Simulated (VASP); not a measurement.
Write the native input for VASP 6.6.1 that does the following.

| Quantity | Value |
| --- | --- |
| Task | relaxation of cell and atoms |
| Functional | PBE |
| Potentials or basis | VASP PAW PBE potentials, release 64 (Si, Mo_sv) |
| Cutoff | 600 eV |
| k mesh | 18 × 18 × 18 |
| Occupations | gaussian, width 0.1 eV |
| Spin | no spin polarisation |
| Target pressure | 5 GPa |
| Dipole correction | no |
| Further INCAR settings | ALGO = Normal; EDIFF = 1e-06; IBRION = 2; EDIFFG = -0.008; NSW = 70; ISIF = 3 |

The structure of Si2Mo lies in POSCAR:

```
Si2Mo
1.0
   -1.5954149516      1.5954149516      3.9076934887
    1.5954149516     -1.5954149516      3.9076934887
    1.5954149516      1.5954149516     -3.9076934887
Si Mo
2 1
Direct
    0.3349420558      0.3349420558      0.0000000000
    0.6650579442      0.6650579442      0.0000000000
    0.0000000000      0.0000000000      0.0000000000
```

One way to write it, as run:

INCAR

```
ALGO = Normal
EDIFF = 1E-6
EDIFFG = -0.008
ENCUT = 600
GGA = PE
IBRION = 2
ISIF = 3
ISMEAR = 0
LASPH = True
LCHARG = False
LREAL = False
LWAVE = False
NELM = 60
NSW = 70
PREC = Accurate
PSTRESS = 50.0
SIGMA = 0.1
```

KPOINTS

```
k-points
0
Gamma
  18 18 18
```

Potentials or basis: VASP PAW PBE potentials, release 64 (Si, Mo_sv).

Run with:

```bash
$ cat potpaw_PBE.64/Si/POTCAR potpaw_PBE.64/Mo_sv/POTCAR > POTCAR
$ mpirun -np 1 vasp_std > vasp.out
```

Results of the run:

```yaml
Relaxed_volume: 13.27 Å³/atom
Relaxed_cell: a = 4.515 Å, b = 4.515 Å, c = 4.515 Å, α = 138.62°, β = 138.62°, γ = 59.96°
Space_group_after_relaxing_to_0.05_Å: I4/mmm (No. 139)
Energy_change_on_relaxing_the_enthalpy_is_what_falls: -0.4 meV/atom
Ionic_steps: 4
Pressure_after_relaxing: 5.0 GPa
Band_gap_on_the_k_mesh: zero (band 11 reaches 12.90 eV, above the bottom of band 12 at 11.93 eV)
```

Caveat: the cell is relaxed towards a set pressure, so the enthalpy falls and the energy may rise.

It took 13 min on 1 thread of Intel Xeon 6975P-C, with other jobs on the host, peak memory 0.5 GiB.
